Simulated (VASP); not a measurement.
# C in VASP: a series of runs

Runs on C. Level: PBEsol+D3(BJ). Tasks: single point.

All numbers are computed with VASP 6.6.1; they aren't measurements. Logs are shortened: lines on timing, memory, paths and dates and some standing lists are left out, and cuts for length are marked.

## 1. The cell of the first run

The cell holds a slab with vacuum, 2 atoms: a = 2.456 Å, b = 2.456 Å, c = 8.524 Å, α = 90.00°, β = 90.00°, γ = 120.00°.

## 2. Single point, PBEsol+D3(BJ)

INCAR

```
SYSTEM = C
PREC     = Accurate       ! precision mode
ENCUT    = 600            ! plane-wave cutoff, eV
EDIFF    = 1E-6           ! SCF threshold, eV
ISMEAR   = 1              ! smearing method
SIGMA    = 0.25           ! smearing width, eV
LREAL    = .False.        ! projectors in reciprocal space
LASPH    = .True.         ! aspherical terms in the spheres
NELM     = 120            ! most SCF steps
ALGO     = Normal         ! electronic algorithm
ISIF     = 2              ! what is computed and relaxed
LWAVE    = .False.        ! write WAVECAR
LCHARG   = .False.        ! write CHGCAR
GGA      = PS             ! functional
IVDW     = 12             ! dispersion correction
NBANDS   = 11             ! bands
GGA_COMPAT= .False.
```

KPOINTS

```
regular mesh
0
Gamma
  11 11 3
  0 0 0
```

POSCAR

```
C
1.0
    2.4561700000      0.0000000000      0.0000000000
   -1.2280900000      2.1271100000      0.0000000000
    0.0000000000      0.0000000000      8.5238000000
C
2
Direct
    0.3333333333      0.6666666667      0.0000000000
    0.6666666667      0.3333333333      0.0000000000
```

Potentials or basis: VASP PAW PBE potentials, release 64 (C).

Launch:

```bash
$ cat potpaw_PBE.64/C/POTCAR > POTCAR
$ mpirun -np 1 vasp_std > vasp.out
```

OUTCAR:

```text
SYSTEM = C
   PREC = Accurate
   ENCUT = 600
   EDIFF = 1E-6
   ISMEAR = 1
   LREAL = .False.
   LASPH = .True.
   NELM = 120
   ISIF = 2
   GGA = PS
   IVDW = 12
 IVDW          = 12

 ion  position               nearest neighbor table
   1  0.333  0.667  0.000-   2 1.42   2 1.42   2 1.42
   2  0.667  0.333  0.000-   1 1.42   1 1.42   1 1.42

  LATTYP: Found a hexagonal cell.
 ALAT       =     2.4561700000
 C/A-ratio  =     3.4703623935

  Lattice vectors:

 A1 = (   2.4561700000,   0.0000000000,   0.0000000000)
 A2 = (  -1.2280900000,   2.1271100000,   0.0000000000)
 A3 = (   0.0000000000,   0.0000000000,   8.5238000000)

Analysis of symmetry for initial positions (statically):
=====================================================================
 Subroutine PRICEL returns:
 Original cell was already a primitive cell.

 Routine SETGRP: Setting up the symmetry group for a
 hexagonal supercell.

 Subroutine GETGRP returns: Found 24 space group operations
 (whereof 24 operations were pure point group operations)
 out of a pool of 24 trial point group operations.

The static configuration has the point symmetry D_6h.

Analysis of symmetry for dynamics (positions and initial velocities):
=====================================================================
 Subroutine PRICEL returns:
 Original cell was already a primitive cell.

 Routine SETGRP: Setting up the symmetry group for a
 hexagonal supercell.

 Subroutine GETGRP returns: Found 24 space group operations
 (whereof 24 operations were pure point group operations)
 out of a pool of 24 trial point group operations.

The dynamic configuration has the point symmetry D_6h.

 Subroutine INISYM returns: Found 24 space group operations
 (whereof 24 operations are pure point group operations),
 and found     1 'primitive' translations

----------------------------------------------------------------------------------------

                                     Primitive cell

  volume of cell :      44.5330

  direct lattice vectors                    reciprocal lattice vectors
     2.456170000  0.000000000  0.000000000     0.407137942  0.235061673  0.000000000
    -1.228090000  2.127110000  0.000000000     0.000000000  0.470121432  0.000000000
     0.000000000  0.000000000  8.523800000     0.000000000  0.000000000  0.117318567

  length of vectors
[... 89 lines left out ...]
   ISYM   =      2    0-nonsym 1-usesym 2-fastsym
   POTIM  = 0.5000    time-step for ionic-motion
   TEBEG  =    0.0;   TEEND  =   0.0 temperature during run
   PSTRESS=    0.0 pullay stress
   NELECT =       8.0000    total number of electrons
   NUPDOWN=      -1.0000    fix difference up-down
   EMIN   =  10.00;   EMAX   =-10.00  energy-range for DOS
   EFERMI =   0.00;   METHOD = LEGACY
   ISMEAR =     1;   SIGMA  =   0.25  broadening in eV -4-tet -1-fermi 0-gaus
   EFERMI_NEDOS =   21; number of points for ismear=-14 and -15
   IALGO  =     38    algorithm
   IMIX   =      4    mixing-type and parameters
     AMIX     =   0.40;   BMIX     =  1.00
     AMIX_MAG =   1.60;   BMIX_MAG =  1.00
  volume/ion in A,a.u.               =      22.27       150.26
  Fermi-wavevector in a.u.,A,eV,Ry     =   0.923728  1.745594 11.609499  0.853274
  Thomas-Fermi vector in A             =   2.049397
   LORBIT       =      0    0 simple, 1 ext, 2 COOP (PROOUT), +10 PAW based schemes
   GGA     = PS    functional components
   LHFCALC =     F    Hartree Fock is set to
   AEXX    =    0.0000 exact exchange contribution
   IVDW    =    12    specifies the selected vdW correction
   LEPSILON=     F    determine dielectric tensor
   LRPA    =     F    only Hartree local field effects (RPA)
 non-spin polarized calculation
 Methfessel and Paxton  Order N= 1 SIGMA  =   0.25
  energy-cutoff  :      600.00
  volume of cell :       44.53
 maximum number of plane-waves:      1514
 NGX is ok and might be reduce to    20
   NGX =  9   NGY =  9   NGZ = 35

 number of electron       7.9999998 magnetization

 Free energy of the ion-electron system (eV)
  ---------------------------------------------------
  ext. energy  EPLUGINS =         0.00000000
  ---------------------------------------------------
  free energy    TOTEN  =       -19.28734842 eV

  energy without entropy =      -19.28806717  energy(sigma->0) =      -19.28758800

 E-fermi :  -1.3149     XC(G=0):  -4.9824

 val. band max:       -1.5252646730   @ k =   0.3636   0.2727   0.0000
 cond. band min:      -0.0057669358   @ k =   0.3636   0.2727   0.3333
 fundamental gap:      1.5194977372
 Fermi energy:        -1.3148604389

 k-point     1 :       0.0000    0.0000    0.0000
  band No.  band energies     occupation
      1     -20.3258      2.00000
      2      -8.4750      2.00000
      3      -3.7473      2.00000
      4      -3.7473      2.00000
      5       2.3535     -0.00000
      6       4.7255      0.00000
      7       6.2710      0.00000
      8       7.6152      0.00000
      9       7.6153      0.00000
     10      10.8457      0.00000
     11      12.1271      0.00000
[... 309 lines left out ...]
 k-point    24 :       0.1818    0.0909    0.3333
  band No.  band energies     occupation
      1     -18.9581      2.00000
      2      -7.6273      2.00000
      3      -6.8506      2.00000
      4      -6.0995      2.00000
      5       4.5621      0.00000
      6       5.5265      0.00000
      7       6.9344      0.00000
      8       8.1950      0.00000
      9       9.4982      0.00000
     10      11.1727      0.00000
     11      12.7226      0.00000

 [... further k-points ...]

------------------------ aborting loop because EDIFF is reached ----------------------------------------

 Edisp (eV)   -0.10236

 E8    (eV) :    -0.0513

  FORCE on cell =-STRESS in cart. coord.  units (eV):
  Direction    XX          YY          ZZ          XY          YZ          ZX
  --------------------------------------------------------------------------------------
  -------------------------------------------------------------------------------------
  Total       0.19274     0.19274    -0.05291    -0.00000     0.00000    -0.00000
  in kB       6.93419     6.93422    -1.90368    -0.00002     0.00000    -0.00000
  external pressure =        3.99 kB  Pullay stress =        0.00 kB

 VOLUME and BASIS-vectors are now :
 -----------------------------------------------------------------------------
  energy-cutoff  :      600.00
  volume of cell :       44.53
      direct lattice vectors                 reciprocal lattice vectors
     2.456170000  0.000000000  0.000000000     0.407137942  0.235061673  0.000000000
    -1.228090000  2.127110000  0.000000000     0.000000000  0.470121432  0.000000000
     0.000000000  0.000000000  8.523800000     0.000000000  0.000000000  0.117318567

 POSITION                                       TOTAL-FORCE (eV/Angst)
 -----------------------------------------------------------------------------------
     -0.00000      1.41807      0.00000         0.000000     -0.000000     -0.000000
      1.22808      0.70904      0.00000        -0.000000      0.000000      0.000000
 -----------------------------------------------------------------------------------
    total drift:                                0.000000     -0.000000     -0.000000

  FREE ENERGIE OF THE ION-ELECTRON SYSTEM (eV)
  ---------------------------------------------------
  free  energy   TOTEN  =       -19.3897114745 eV

  energy  without entropy=      -19.3904302232  energy(sigma->0) =      -19.38995106
```

OSZICAR:

```text
N       E                     dE             d eps       ncg     rms          rms(c)
DAV:   1     0.244965123387E+02    0.24497E+02   -0.40341E+03   704   0.659E+02
DAV:   2    -0.186417279347E+02   -0.43138E+02   -0.40895E+02   934   0.135E+02
DAV:   3    -0.205708236108E+02   -0.19291E+01   -0.19235E+01   885   0.279E+01
DAV:   4    -0.205878438550E+02   -0.17020E-01   -0.17014E-01   941   0.328E+00
DAV:   5    -0.205879986409E+02   -0.15479E-03   -0.15471E-03   870   0.273E-01    0.643E+00
DAV:   6    -0.196515288877E+02    0.93647E+00   -0.75345E-01   805   0.498E+00    0.373E+00
DAV:   7    -0.192911926592E+02    0.36034E+00   -0.98938E-01   833   0.571E+00    0.921E-01
DAV:   8    -0.192861063646E+02    0.50863E-02   -0.31078E-02   842   0.988E-01    0.183E-01
DAV:   9    -0.192858053119E+02    0.30105E-03   -0.42264E-04   819   0.139E-01    0.121E-01
DAV:  10    -0.192857725848E+02    0.32727E-04   -0.45957E-03   736   0.278E-01    0.886E-02
DAV:  11    -0.192867522161E+02   -0.97963E-03   -0.14640E-04   774   0.706E-02    0.362E-02
DAV:  12    -0.192872806390E+02   -0.52842E-03   -0.80009E-05   759   0.561E-02    0.194E-02
DAV:  13    -0.192873316120E+02   -0.50973E-04   -0.18874E-06   791   0.100E-02    0.644E-03
DAV:  14    -0.192873480775E+02   -0.16465E-04   -0.10818E-06   750   0.611E-03    0.140E-03
DAV:  15    -0.192873484171E+02   -0.33960E-06   -0.34154E-08   840   0.120E-03
   1 F= -.19389711E+02 E0= -.19389951E+02  d E =0.718749E-03
```

It took 17 s on 1 thread of Intel Xeon Platinum 8488C (Sapphire Rapids), shared host; peak memory 0.17 GiB.

What came out:

* Free energy: -19.3897 eV
* Band gap on the k mesh: 1.52 eV, direct
* Dispersion energy per atom: -0.051 eV

Caveat: three body term missing; the PAW data sets were made with another functional, which shifts forces and pressure a little.

## 3. Single point, PBEsol+D3(BJ)

INCAR

```
SYSTEM = C
PREC     = Accurate       ! precision mode
ENCUT    = 600            ! plane-wave cutoff, eV
EDIFF    = 1E-6           ! SCF threshold, eV
ISMEAR   = 1              ! smearing method
SIGMA    = 0.15           ! smearing width, eV
LREAL    = .FALSE.        ! projectors in reciprocal space
LASPH    = .TRUE.         ! aspherical terms in the spheres
NELM     = 120            ! most SCF steps
ALGO     = Normal         ! electronic algorithm
ISIF     = 2              ! what is computed and relaxed
LWAVE    = .FALSE.        ! write WAVECAR
LCHARG   = .FALSE.        ! write CHGCAR
GGA      = PS             ! functional
IVDW     = 12             ! dispersion correction
NBANDS   = 11             ! bands
GGA_COMPAT= .FALSE.
```

KPOINTS

```
Automatic mesh
0
G
  11 11 3
  0 0 0
```

POSCAR is that of step 2.

Potentials or basis: VASP PAW PBE potentials, release 64 (C).

Launch:

```bash
$ cat potpaw_PBE.64/C/POTCAR > POTCAR
$ mpirun -np 1 vasp_std > vasp.out
```

Run time: 16 s. Hardware: 1 thread of Intel Xeon Platinum 8488C (Sapphire Rapids), shared host; peak memory 0.17 GiB.

The run converged. Its results:

```yaml
Free_energy: -19.3900 eV
Band_gap_on_the_k_mesh: 1.52 eV, direct
Dispersion_energy_per_atom: -0.051 eV
```

Levels at points of the mesh, in eV from the valence-band top:
| k point | band 1 | band 2 | band 3 | band 4 | band 5 | band 6 | band 7 | band 8 |
| --- | --- | --- | --- | --- | --- | --- | --- | --- |
| (0.00, 0.00, 0.00) | -18.80 | -6.95 | -2.22 | -2.22 | 3.88 | 6.25 | 7.80 | 9.14 |

Caveat: three body term missing; the PAW data sets were made with another functional, which shifts forces and pressure a little.

## 4. Single point, PBEsol+D3(BJ)

INCAR

```
PREC = Accurate
ENCUT = 600
EDIFF = 1E-6
ISMEAR = 1
SIGMA = 0.1
LREAL = F
LASPH = T
NELM = 120
ALGO = Normal
ISIF = 2
LWAVE = F
LCHARG = T
GGA = PS
IVDW = 12
LELF = T
LVHAR = T
NBANDS = 11
GGA_COMPAT = F
```

KPOINTS

```
Automatic mesh
0
Gamma
  11 11 3
```

POSCAR is that of step 3.

Potentials or basis: VASP PAW PBE potentials, release 64 (C).

Launch:

```bash
$ cat potpaw_PBE.64/C/POTCAR > POTCAR
$ mpirun -np 1 vasp_std > vasp.out
```

OUTCAR:

```text
PREC = Accurate
   ENCUT = 600
   EDIFF = 1E-6
   ISMEAR = 1
   LREAL = F
   LASPH = T
   NELM = 120
   ISIF = 2
   GGA = PS
   IVDW = 12
 IVDW          = 12

 ion  position               nearest neighbor table
   1  0.333  0.667  0.000-   2 1.42   2 1.42   2 1.42
   2  0.667  0.333  0.000-   1 1.42   1 1.42   1 1.42

  LATTYP: Found a hexagonal cell.
 ALAT       =     2.4561700000
 C/A-ratio  =     3.4703623935

  Lattice vectors:

 A1 = (   2.4561700000,   0.0000000000,   0.0000000000)
 A2 = (  -1.2280900000,   2.1271100000,   0.0000000000)
 A3 = (   0.0000000000,   0.0000000000,   8.5238000000)

Analysis of symmetry for initial positions (statically):
=====================================================================
 Subroutine PRICEL returns:
 Original cell was already a primitive cell.

 Routine SETGRP: Setting up the symmetry group for a
 hexagonal supercell.

 Subroutine GETGRP returns: Found 24 space group operations
 (whereof 24 operations were pure point group operations)
 out of a pool of 24 trial point group operations.

The static configuration has the point symmetry D_6h.

Analysis of symmetry for dynamics (positions and initial velocities):
=====================================================================
 Subroutine PRICEL returns:
 Original cell was already a primitive cell.

 Routine SETGRP: Setting up the symmetry group for a
 hexagonal supercell.

 Subroutine GETGRP returns: Found 24 space group operations
 (whereof 24 operations were pure point group operations)
 out of a pool of 24 trial point group operations.

The dynamic configuration has the point symmetry D_6h.

 Subroutine INISYM returns: Found 24 space group operations
 (whereof 24 operations are pure point group operations),
 and found     1 'primitive' translations

----------------------------------------------------------------------------------------

                                     Primitive cell

  volume of cell :      44.5330

[... 117 lines left out ...]
   LEPSILON=     F    determine dielectric tensor
   LRPA    =     F    only Hartree local field effects (RPA)
 non-spin polarized calculation
 Methfessel and Paxton  Order N= 1 SIGMA  =   0.10
  energy-cutoff  :      600.00
  volume of cell :       44.53
 maximum number of plane-waves:      1514
 NGX is ok and might be reduce to    20
   NGX =  9   NGY =  9   NGZ = 35

 number of electron       7.9999998 magnetization

 Free energy of the ion-electron system (eV)
  ---------------------------------------------------
  ext. energy  EPLUGINS =         0.00000000
  ---------------------------------------------------
  free energy    TOTEN  =       -19.28777967 eV

  energy without entropy =      -19.28806717  energy(sigma->0) =      -19.28787550

 E-fermi :  -1.4411     XC(G=0):  -4.9824

 val. band max:       -1.5252646726   @ k =   0.3636   0.2727   0.0000
 cond. band min:      -0.0057669354   @ k =   0.3636   0.2727   0.3333
 fundamental gap:      1.5194977373
 Fermi energy:        -1.4411427460

 k-point     1 :       0.0000    0.0000    0.0000
  band No.  band energies     occupation
      1     -20.3258      2.00000
      2      -8.4750      2.00000
      3      -3.7473      2.00000
      4      -3.7473      2.00000
      5       2.3535      0.00000
      6       4.7255      0.00000
      7       6.2710      0.00000
      8       7.6152      0.00000
      9       7.6153      0.00000
     10      10.8457      0.00000
     11      12.1271      0.00000
[... 309 lines left out ...]
 k-point    24 :       0.1818    0.0909    0.3333
  band No.  band energies     occupation
      1     -18.9581      2.00000
      2      -7.6273      2.00000
      3      -6.8506      2.00000
      4      -6.0995      2.00000
      5       4.5621      0.00000
      6       5.5265      0.00000
      7       6.9344      0.00000
      8       8.1950      0.00000
      9       9.4982      0.00000
     10      11.1727      0.00000
     11      12.7226      0.00000

 [... further k-points ...]

------------------------ aborting loop because EDIFF is reached ----------------------------------------

 Edisp (eV)   -0.10236

 E8    (eV) :    -0.0513

  FORCE on cell =-STRESS in cart. coord.  units (eV):
  Direction    XX          YY          ZZ          XY          YZ          ZX
  --------------------------------------------------------------------------------------
  -------------------------------------------------------------------------------------
  Total       0.19274     0.19274    -0.05291    -0.00000    -0.00000    -0.00000
  in kB       6.93419     6.93422    -1.90368    -0.00002    -0.00000    -0.00000
  external pressure =        3.99 kB  Pullay stress =        0.00 kB

 VOLUME and BASIS-vectors are now :
 -----------------------------------------------------------------------------
  energy-cutoff  :      600.00
  volume of cell :       44.53
      direct lattice vectors                 reciprocal lattice vectors
     2.456170000  0.000000000  0.000000000     0.407137942  0.235061673  0.000000000
    -1.228090000  2.127110000  0.000000000     0.000000000  0.470121432  0.000000000
     0.000000000  0.000000000  8.523800000     0.000000000  0.000000000  0.117318567

 POSITION                                       TOTAL-FORCE (eV/Angst)
 -----------------------------------------------------------------------------------
     -0.00000      1.41807      0.00000        -0.000000     -0.000000     -0.000000
      1.22808      0.70904      0.00000         0.000000      0.000000      0.000000
 -----------------------------------------------------------------------------------
    total drift:                                0.000000     -0.000000     -0.000000

  FREE ENERGIE OF THE ION-ELECTRON SYSTEM (eV)
  ---------------------------------------------------
  free  energy   TOTEN  =       -19.3901427237 eV

  energy  without entropy=      -19.3904302233  energy(sigma->0) =      -19.39023856
```

stdout:

```text
POSCAR found type information on POSCAR C
 POSCAR found :  1 types and       2 ions
 scaLAPACK will be used
 -----------------------------------------------------------------------------
|                                                                             |
|                                                                             |
|     You enforced a specific xc type in the INCAR file but a different       |
|     I HOPE YOU KNOW WHAT YOU ARE DOING!                                     |
|                                                                             |
 -----------------------------------------------------------------------------

 LDA part: xc-table for (Slater+PW92), standard interpolation
 POSCAR, INCAR and KPOINTS ok, starting setup
 FFT: planning ... GRIDC
 FFT: planning ... GRID_SOFT
 FFT: planning ... GRID
 WAVECAR not read
 entering main loop
```

It took 17 s on 1 thread of Intel Xeon Platinum 8488C (Sapphire Rapids), shared host; peak memory 0.17 GiB.

What came out:

```
Free energy                : -19.3901 eV
Band gap on the k mesh     : 1.52 eV, direct
Dispersion energy per atom : -0.051 eV
```

Levels at points of the mesh, in eV from the valence-band top:
```
           k point  band 2  band 3  band 4  band 5  band 6  band 7
(0.00, 0.00, 0.00)   -6.95   -2.22   -2.22    3.88    6.25    7.80
```

Caveat: three body term missing; the PAW data sets were made with another functional, which shifts forces and pressure a little.

## 5. Summary

| smearing | gap on the mesh (eV) |
| --- | --- |
| methfessel-paxton 0.25 eV | 1.52 |
| methfessel-paxton 0.15 eV | 1.52 |
| methfessel-paxton 0.1 eV | 1.52 |

Alike in all rows: task single point; level PBEsol+D3(BJ); potentials or basis VASP PAW PBE potentials, release 64 (C); no spin polarisation; cell as given; k mesh 11 × 11 × 3; cutoff (eV) 600.

On the cell as given the gap runs from 1.52 eV (PBEsol+D3(BJ)) to 1.52 eV (PBEsol+D3(BJ)).

Caveats: three body term missing; the PAW data sets were made with another functional, which shifts forces and pressure a little.

Total energies depend on the potentials used, so only differences within one code and one set of settings carry meaning.
